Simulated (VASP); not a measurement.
The system is KI.

```xyz
2
Lattice="4.2909 0.0000 0.0000 0.0000 4.2909 0.0000 0.0000 0.0000 4.2909" Properties=species:S:1:pos:R:3 pbc="T T T"
K     0.0000    0.0000    0.0000
I     2.1455    2.1455    2.1455
```

Program: VASP 6.6.1. Alike in all runs: task single point; potentials or basis VASP PAW PBE potentials, release 64 (K_sv, I); no spin polarisation; cell as given; smearing gaussian 0.01 eV.

Problem. Order these runs on this cell by their band gap on the k mesh, lowest first.
A. level HSE06; k mesh 4 × 4 × 4; cutoff (eV) 400; grid for exact exchange (PRECFOCK) Normal; screening parameter 0.2079 1/Å
B. level r2SCAN; k mesh 6 × 6 × 6; cutoff (eV) 550
C. level PBE; k mesh 6 × 6 × 6; cutoff (eV) 500

Solution. C (3.33 eV), B (4.04 eV), A (4.30 eV).

Caveats: spin-orbit coupling is left out, which moves the levels of the heavy elements.

A k mesh can miss the band edges.
